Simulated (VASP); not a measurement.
# SiC (Cm) in VASP: a series of runs, part 2 of 2

VASP 6.6.1. Earlier steps stand in the parts before.

**3. Single point, r2SCAN (atom 1 (Si) moved by (-0.450, +0.225) A along [1 1 0] and z)**

File POSCAR:

```
SiC
1.0
    0.0000000000      2.1740000000      2.1740000000
    2.1740000000      0.0000000000      2.1740000000
    2.1740000000      2.1740000000      0.0000000000
Si C
1 1
Direct
    0.0517479301      0.0517479301     -0.1981131792
    0.7500000000      0.7500000000      0.7500000000
```

File INCAR.step1:

```
SYSTEM = SiC
PREC = Accurate
ENCUT = 520
ISMEAR = 0
SIGMA = 0.05
LREAL = .FALSE.
LASPH = .TRUE.
NELM = 100
NBANDS = 11
GGA = PE
ALGO = Normal
EDIFF = 1E-4
LWAVE = .TRUE.
LCHARG = .FALSE.
```

File INCAR.step2:

```
SYSTEM = SiC
PREC = Accurate
ENCUT = 520
EDIFF = 1E-7
ISMEAR = 0
SIGMA = 0.05
LREAL = .FALSE.
LASPH = .TRUE.
NELM = 100
ALGO = Normal
ISIF = 2
LWAVE = .FALSE.
LCHARG = .FALSE.
METAGGA = R2SCAN
LMIXTAU = .TRUE.
NBANDS = 11
ISTART = 1
```

File KPOINTS:

```
Automatic mesh
0
G
  12 12 12
  0 0 0
```

Potentials or basis: VASP PAW PBE potentials, release 64 (Si, C).

The run is started by

```console
$ cat potpaw_PBE.64/Si/POTCAR potpaw_PBE.64/C/POTCAR > POTCAR
$ cp INCAR.step1 INCAR
$ mpirun -np 1 vasp_std > vasp.out
$ cp INCAR.step2 INCAR
$ mpirun -np 1 vasp_std > vasp.out
```

OUTCAR:

```text
SYSTEM = SiC
   PREC = Accurate
   ENCUT = 520
   EDIFF = 1E-7
   ISMEAR = 0
   LREAL = .FALSE.
   LASPH = .TRUE.
   NELM = 100
   ISIF = 2
   METAGGA = R2SCAN
   ISTART = 1

 ion  position               nearest neighbor table
   1  0.052  0.052  0.802-   2 1.70   2 1.82   2 1.82   2 2.38
   2  0.750  0.750  0.750-   1 1.70   1 1.82   1 1.82   1 2.38

  LATTYP: Found a face centered cubic cell.
 ALAT       =     4.3480000000

  Lattice vectors:

 A1 = (   0.0000000000,   2.1740000000,   2.1740000000)
 A2 = (   2.1740000000,   0.0000000000,   2.1740000000)
 A3 = (   2.1740000000,   2.1740000000,   0.0000000000)

Analysis of symmetry for initial positions (statically):
=====================================================================
 Subroutine PRICEL returns:
 Original cell was already a primitive cell.

 Routine SETGRP: Setting up the symmetry group for a
 face centered cubic supercell.

 Subroutine GETGRP returns: Found  2 space group operations
 (whereof  2 operations were pure point group operations)
 out of a pool of 48 trial point group operations.

The static configuration has the point symmetry C_1h.

Analysis of symmetry for dynamics (positions and initial velocities):
=====================================================================
 Subroutine PRICEL returns:
 Original cell was already a primitive cell.

 Routine SETGRP: Setting up the symmetry group for a
 face centered cubic supercell.

 Subroutine GETGRP returns: Found  2 space group operations
 (whereof  2 operations were pure point group operations)
 out of a pool of 48 trial point group operations.

The dynamic configuration has the point symmetry C_1h.

 Subroutine INISYM returns: Found  2 space group operations
 (whereof  2 operations are pure point group operations),
 and found     1 'primitive' translations

----------------------------------------------------------------------------------------

                                     Primitive cell

  volume of cell :      20.5498

  direct lattice vectors                    reciprocal lattice vectors
     0.000000000  2.174000000  2.174000000    -0.229990800  0.229990800  0.229990800
     2.174000000  0.000000000  2.174000000     0.229990800 -0.229990800  0.229990800
     2.174000000  2.174000000  0.000000000     0.229990800  0.229990800 -0.229990800

  length of vectors
     3.074500285  3.074500285  3.074500285     0.398355752  0.398355752  0.398355752

  position of ions in fractional coordinates (direct lattice)
     0.051747930  0.051747930  0.801886821
     0.750000000  0.750000000  0.750000000

  ion indices of the primitive-cell ions
   primitive index   ion index
                 1           1
                 2           2

----------------------------------------------------------------------------------------

 KPOINTS: Automatic mesh

Automatic generation of k-mesh.
 Grid dimensions read from file:
 generate k-points for:   12   12   12

 Generating k-lattice:

  Cartesian coordinates                     Fractional coordinates (reciprocal lattice)
    -0.019165900  0.019165900  0.019165900     0.083333333  0.000000000  0.000000000
     0.019165900 -0.019165900  0.019165900     0.000000000  0.083333333  0.000000000
     0.019165900  0.019165900 -0.019165900     0.000000000  0.000000000  0.083333333

  Length of vectors
     0.033196313  0.033196313  0.033196313

  Shift w.r.t. Gamma in fractional coordinates (k-lattice)
     0.000000000  0.000000000  0.000000000

 Subroutine IBZKPT returns following result:
 ===========================================

 Found    476 irreducible k-points:

 Following reciprocal coordinates:
            Coordinates               Weight
  0.000000  0.000000  0.000000      1.000000
  0.083333  0.000000  0.000000      4.000000
  0.000000  0.000000  0.083333      2.000000
  0.083333  0.083333  0.083333      2.000000
  0.166667  0.000000  0.000000      4.000000
  0.000000  0.000000  0.166667      2.000000
[... 16 lines left out ...]
  0.000000  0.166667  0.083333      4.000000
  0.083333  0.000000  0.166667      4.000000
 [... further k-points ...]
   k-points           NKPTS =    476   k-points in BZ     NKDIM =    476   number of bands    NBANDS=     11
   number of dos      NEDOS =    301   number of ions     NIONS =      2
   total plane-waves  NPLWV =  13824
   dimension x,y,z NGX =    24 NGY =   24 NGZ =   24
   dimension x,y,z NGXF=    48 NGYF=   48 NGZF=   48
   ions per type =               1   1
   NGX,Y,Z   is equivalent  to a cutoff of  12.98, 12.98, 12.98 a.u.
   NGXF,Y,Z  is equivalent  to a cutoff of  25.95, 25.95, 25.95 a.u.
 SYSTEM =  SiC
   PREC   = accura    normal or accurate (medium, high low for compatibility)
   ISTART =      1    job   : 0-new  1-cont  2-samecut
   ICHARG =      0    charge: 1-file 2-atom 10-const
   ISPIN  =      1    spin polarized calculation?
   LNONCOLLINEAR =      F non collinear calculations
   LSORBIT =      F    spin-orbit coupling
   LASPH  =      T    aspherical Exc in radial PAW
   ENCUT  =  520.0 eV  38.22 Ry    6.18 a.u.   5.72  5.72  5.72*2*pi/ulx,y,z
   NELM   =    100;   NELMIN=  2; NELMDL=  0     # of ELM steps
   EDIFF  = 0.1E-06   stopping-criterion for ELM
   LREAL  =      F    real-space projection
   EDIFFG = 0.1E-05   stopping-criterion for IOM
   NSW    =      0    number of steps for IOM
   IBRION =     -1    ionic relax: 0-MD 1-quasi-New 2-CG
   NFREE  =      0    steps in history (QN), initial steepest desc. (CG)
   ISIF   =      2    stress and relaxation
   ISYM   =      2    0-nonsym 1-usesym 2-fastsym
   POTIM  = 0.5000    time-step for ionic-motion
   TEBEG  =    0.0;   TEEND  =   0.0 temperature during run
   PSTRESS=    0.0 pullay stress
   NELECT =       8.0000    total number of electrons
   NUPDOWN=      -1.0000    fix difference up-down
   EMIN   =  10.00;   EMAX   =-10.00  energy-range for DOS
   EFERMI =   0.00;   METHOD = LEGACY
   ISMEAR =     0;   SIGMA  =   0.05  broadening in eV -4-tet -1-fermi 0-gaus
   EFERMI_NEDOS =   21; number of points for ismear=-14 and -15
   IALGO  =     38    algorithm
   IMIX   =      4    mixing-type and parameters
     AMIX     =   0.40;   BMIX     =  1.00
     AMIX_MAG =   1.60;   BMIX_MAG =  1.00
  volume/ion in A,a.u.               =      10.27        69.34
  Fermi-wavevector in a.u.,A,eV,Ry     =   1.195369  2.258920 19.441458  1.428907
  Thomas-Fermi vector in A             =   2.331336
   LORBIT       =      0    0 simple, 1 ext, 2 COOP (PROOUT), +10 PAW based schemes
   METAGGA = R2SCAN    functional components
   LHFCALC =     F    Hartree Fock is set to
   AEXX    =    0.0000 exact exchange contribution
   IVDW    =     0    specifies the selected vdW correction
   LEPSILON=     F    determine dielectric tensor
   LRPA    =     F    only Hartree local field effects (RPA)
 non-spin polarized calculation
 Gauss-broadening in eV      SIGMA  =   0.05
  energy-cutoff  :      520.00
  volume of cell :       20.55
 maximum number of plane-waves:       568
   NGX = 11   NGY = 11   NGZ = 11

 number of electron       8.0000000 magnetization

 Free energy of the ion-electron system (eV)
  ---------------------------------------------------
  ext. energy  EPLUGINS =         0.00000000
  ---------------------------------------------------
  free energy    TOTEN  =       -18.07337448 eV

  energy without entropy =      -18.07317097  energy(sigma->0) =      -18.07327273

 E-fermi :   9.6625     XC(G=0): -11.9899

 val. band max:        9.6589602831   @ k =   0.0833   0.0000   0.0000
 cond. band min:       9.6941350954   @ k =   0.0000   0.4167   0.4167
 fundamental gap:      0.0351748123
 Fermi energy:         9.6624895246

 k-point     1 :       0.0000    0.0000    0.0000
  band No.  band energies     occupation
      1      -8.2323      2.00000
      2       6.5513      2.00000
      3       7.2824      2.00000
      4       9.7706      0.00223
      5      13.9323      0.00000
      6      16.0817      0.00000
      7      16.6401      0.00000
      8      17.1641      0.00000
      9      22.8866      0.00000
     10      22.9996      0.00000
     11      23.1022      0.00000
[... 309 lines left out ...]
 k-point    24 :       0.0833    0.0000    0.1667
  band No.  band energies     occupation
      1      -7.7323      2.00000
      2       6.0379      2.00000
      3       6.7361      2.00000
      4       7.6398      2.00000
      5      14.9141      0.00000
      6      15.7244      0.00000
      7      17.0483      0.00000
      8      17.3626      0.00000
      9      21.1502      0.00000
     10      23.7734      0.00000
     11      24.1694      0.00000

 [... further k-points ...]
[... 5 lines left out ...]
  --------------------------------------------------------------------------------------
  -------------------------------------------------------------------------------------
  Total        1.4044297      1.4044297      2.9168970      0.8952951      0.6263333      0.6263329
  in kB      109.4969360    109.4969360    227.4170714     69.8020485     48.8323337     48.8323014
  external PRESSURE =     148.8036478 kB  Pullay stress =       0.0000000 kB

 VOLUME and BASIS-vectors are now :
 -----------------------------------------------------------------------------
  energy-cutoff  :      520.00
  volume of cell :       20.55
      direct lattice vectors                 reciprocal lattice vectors
     0.000000000  2.174000000  2.174000000    -0.229990800  0.229990800  0.229990800
     2.174000000  0.000000000  2.174000000     0.229990800 -0.229990800  0.229990800
     2.174000000  2.174000000  0.000000000     0.229990800  0.229990800 -0.229990800

 POSITION                                       TOTAL-FORCE (eV/Angst)
 -----------------------------------------------------------------------------------
      1.85580      1.85580      0.22500         2.677216      2.677216      0.724621
      3.26100      3.26100      3.26100        -2.677216     -2.677216     -0.724621
 -----------------------------------------------------------------------------------
    total drift:                                0.000131      0.000131     -0.000085

  FREE ENERGIE OF THE ION-ELECTRON SYSTEM (eV)
  ---------------------------------------------------
  free  energy   TOTEN  =       -18.0733744832 eV

  energy  without entropy=      -18.0731709708  energy(sigma->0) =      -18.07327273
```

OSZICAR.step1:

```text
N       E                     dE             d eps       ncg     rms          rms(c)
DAV:   1     0.572981671475E+01    0.57298E+01   -0.38350E+03 10536   0.623E+02
DAV:   2    -0.154796092267E+02   -0.21209E+02   -0.20366E+02 13206   0.112E+02
DAV:   3    -0.161424651439E+02   -0.66286E+00   -0.66171E+00 12703   0.171E+01
DAV:   4    -0.161450189983E+02   -0.25539E-02   -0.25537E-02 11893   0.136E+00
DAV:   5    -0.161450301315E+02   -0.11133E-04   -0.11133E-04 12684   0.837E-02    0.977E+00
DAV:   6    -0.139232061038E+02    0.22218E+01   -0.83471E+00 11513   0.127E+01    0.404E+00
DAV:   7    -0.138681402371E+02    0.55066E-01   -0.41817E-01 12368   0.381E+00    0.196E+00
DAV:   8    -0.138562454335E+02    0.11895E-01   -0.36820E-02 11585   0.120E+00    0.224E-01
DAV:   9    -0.138553880794E+02    0.85735E-03   -0.60212E-03 12346   0.381E-01    0.102E-01
DAV:  10    -0.138554609936E+02   -0.72914E-04   -0.30331E-04 11132   0.117E-01
   1 F= -.13855461E+02 E0= -.13855235E+02  d E =-.451850E-03
```

It took 3.6 min on 1 thread of Intel Xeon Platinum 8375C at 2.90GHz (Ice Lake), shared host; peak memory 0.22 GiB.

What came out:

- Free energy: -18.0734 eV
- Pressure: 14.9 GPa
- Largest force: 3.855 eV/Å
- Band gap on the k mesh: zero (bands 4 and 5 overlap by 0.57 eV)

Forces in eV/Å, atoms in the order of the input:
```
Si   2.677  2.677  0.725
C   -2.677 -2.677 -0.725
```

Levels at points of the mesh, in eV from the Fermi level:
```csv
k point,band 1,band 2,band 3,band 4,band 5,band 6,band 7,band 8
"(0.00, 0.00, 0.00)",-17.89,-3.11,-2.38,0.11,4.27,6.42,6.98,7.50
"(0.50, 0.00, 0.00)",-14.17,-10.81,-3.96,-0.80,3.28,5.28,7.90,8.87
"(0.00, 0.00, 0.50)",-14.71,-9.27,-3.82,-3.10,4.65,5.12,5.83,8.74
"(0.50, 0.50, 0.50)",-14.01,-11.18,-3.56,-0.92,3.38,5.44,8.01,8.74
"(0.50, 0.50, 0.00)",-12.87,-9.90,-5.36,-3.80,-0.46,2.45,12.77,13.91
"(0.00, 0.50, 0.50)",-12.91,-9.71,-5.65,-3.91,-0.34,2.61,12.98,13.83
```

Caveat: the cell differs from its parent crystal (atom 1 (Si) moved by (-0.450, +0.225) A along [1 1 0] and z); the cell stands under pressure; semilocal functionals underestimate gaps, so a narrow gap can read as zero; the PAW data sets were made with another functional, which shifts forces and pressure a little.
